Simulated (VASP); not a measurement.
Wanted: the native input for a VASP 6.6.1 run.

* Task: single point
* Functional: PBE
* Dispersion: D3(BJ)
* Potentials or basis: VASP PAW PBE potentials, release 64 (Ti_sv)
* Cutoff: 520 eV
* k mesh: 18 × 18 × 10
* Occupations: gaussian, width 0.1 eV
* Spin: no spin polarisation
* Dipole correction: no
* Further INCAR settings: ALGO = Fast; EDIFF = 1e-06; NBANDS = 19

The structure of Ti lies in POSCAR:

```
Ti
1.0
    2.8866789191      0.0000000000      0.0000000000
   -1.4433394596      2.4999372765      0.0000000000
    0.0000000000      0.0000000000      4.5740712737
Ti
2
Direct
    0.3333333333      0.6666666667      0.2500000000
    0.6666666667      0.3333333333      0.7500000000
```

One way to write it, as run:

INCAR

```
PREC = Accurate ; ENCUT = 520
EDIFF = 1E-6 ; ISMEAR = 0
SIGMA = 0.1 ; LREAL = F
LASPH = T ; NELM = 100
ALGO = Fast ; ISIF = 2
LWAVE = F ; LCHARG = F
GGA = PE ; IVDW = 12
NBANDS = 19
```

KPOINTS

```
Automatic mesh
0
Gamma
  18 18 10
```

Potentials or basis: VASP PAW PBE potentials, release 64 (Ti_sv).

Launch:

```bash
$ cat potpaw_PBE.64/Ti_sv/POTCAR > POTCAR
$ mpirun -np 1 vasp_std > vasp.out
```

It gave:

```yaml
Pressure: -0.5 GPa
Band_gap_on_the_k_mesh: zero (band 12 reaches 9.69 eV, above the bottom of band 13 at 8.56 eV)
Dispersion_energy_per_atom: -0.635 eV
```

Caveat: pairwise dispersion overbinds metals, which lowers pressure and volume.

It took 2.5 min on 1 thread of Intel(R) Xeon(R) 6975P-C (Granite Rapids), with other jobs on the host, peak memory 0.25 GiB.
